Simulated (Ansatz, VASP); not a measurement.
Two plane-wave programs on HfGe3W2

```
Hf Ge W
1.0
     3.68397    0.00000    0.00000
     0.00000    3.68397    0.00000
     0.00000    0.00000    9.95090
Hf Ge W
1 3 2
Direct
  0.00000 0.00000 0.50000
  0.50000 0.50000 0.74541
  0.50000 0.50000 0.25459
  0.50000 0.50000 0.00000
  0.00000 0.00000 0.00000
  0.50000 0.50000 0.50000
```

Alike in both runs: functional PBE; k mesh 6 × 6 × 2; occupations gaussian, width 0.1 eV; no spin polarisation.

Ansatz relaxed the structure, and its values are those at the end. VASP's run is a single point on that final structure, the one shown.

|  | VASP | Ansatz |
| --- | --- | --- |
| version | VASP 6.6.1 | Ansatz 0.2.0 |
| potentials or method | VASP PAW PBE potentials, release 64 (Hf_pv, Ge_d, W_sv), cutoff 520 eV | scalar-relativistic, plane waves, PAW |
| valence electrons in the cell | 80 | 96 |

|  | VASP | Ansatz | Ansatz less VASP |
| --- | --- | --- | --- |
| gap on the k mesh at the Fermi level (eV) | none | none | - |
| pressure (GPa) | 0.0 | 0.1 | +0.08 |
| rms of the force components (eV/Å) | 0.006 | 0.006 | 0.0000 |

A gap of «none» marks a metal or a gap that the smearing closes. VASP's potentials hold 80 valence electrons a cell and Ansatz's 96, so a difference there can come from the potentials and not from the codes.

Neither program's run includes spin-orbit coupling.
